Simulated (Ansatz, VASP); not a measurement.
One calculation of Pt3Br2, two programs

Contents of INCAR:

```
SYSTEM = Pt3Br2
ALGO = Normal
EDIFF = 1E-6
ENCUT = 520
GGA = PE
ISIF = 2
ISMEAR = 0
LASPH = .True.
LCHARG = .False.
LREAL = .False.
LWAVE = .False.
NBANDS = 30
NELM = 80
PREC = Accurate
SIGMA = 0.1
```

The input KPOINTS:

```
k-points
0
Gamma
  6 6 4
  0 0 0
```

Contents of POSCAR:

```
Pt3Br2
1.0
    4.2385939341      0.0000000000      0.0000000000
   -2.1192969670      3.6707300232      0.0000000000
    0.0000000000      0.0000000000      6.5945636589
Pt Br
3 2
Direct
    0.0000000000      0.0000000000      0.0000000000
    0.3333333333      0.6666666667      0.6450000000
    0.6666666667      0.3333333333      0.3550000000
    0.3333333333      0.6666666667      0.2450000000
    0.6666666667      0.3333333333      0.7550000000
```

Input for Ansatz:

```yaml
crystal:
  lattice:
    - [4.2385939341, 0.0, 0.0]
    - [-2.119296967, 3.6707300232, 0.0]
    - [0.0, 0.0, 6.5945636589]
  atoms:
    - { symbol: Pt, position: [0.0, 0.0, 0.0] }
    - { symbol: Pt, position: [0.3333333333, 0.6666666667, 0.645] }
    - { symbol: Pt, position: [0.6666666667, 0.3333333333, 0.355] }
    - { symbol: Br, position: [0.3333333333, 0.6666666667, 0.245] }
    - { symbol: Br, position: [0.6666666667, 0.3333333333, 0.755] }
basis:
  ecutwfc: 420
kpoints:
  mp_grid: { grid: [6, 6, 4] }
hamiltonian:
  xc: pbe
scf:
  occupations: { method: gaussian, width: 0.1 }
  lower_state_search: "off"
output:
  forces: true
  stress: true
  eigenvalues: true
```

Alike in both runs: task single point; functional PBE; k mesh 6 × 6 × 4; occupations gaussian, width 0.1 eV; no spin polarisation.

```csv
,VASP,Ansatz
version,VASP 6.6.1,Ansatz 0.2.0
potentials or method,"VASP PAW PBE potentials, release 64 (Pt, Br), cutoff 520 eV","scalar-relativistic, plane waves, PAW"
valence electrons in the cell,44,68
```

```csv
,VASP,Ansatz,Ansatz less VASP
gap on the k mesh at the Fermi level (eV),none,none,-
pressure (GPa),2.3,2.4,+0.06
"traceless stress, the component that is largest in VASP (GPa)",-2.78,-2.78,-0.001
rms of the force components (eV/Å),0.555,0.553,-0.0023
```

Atom by atom the forces differ by 0.002 eV/Å (rms over components). A gap of «none» marks a metal or a gap that the smearing closes. VASP's potentials hold 44 valence electrons a cell and Ansatz's 68, so a difference there can come from the potentials and not from the codes.

Spin-orbit coupling is off throughout.
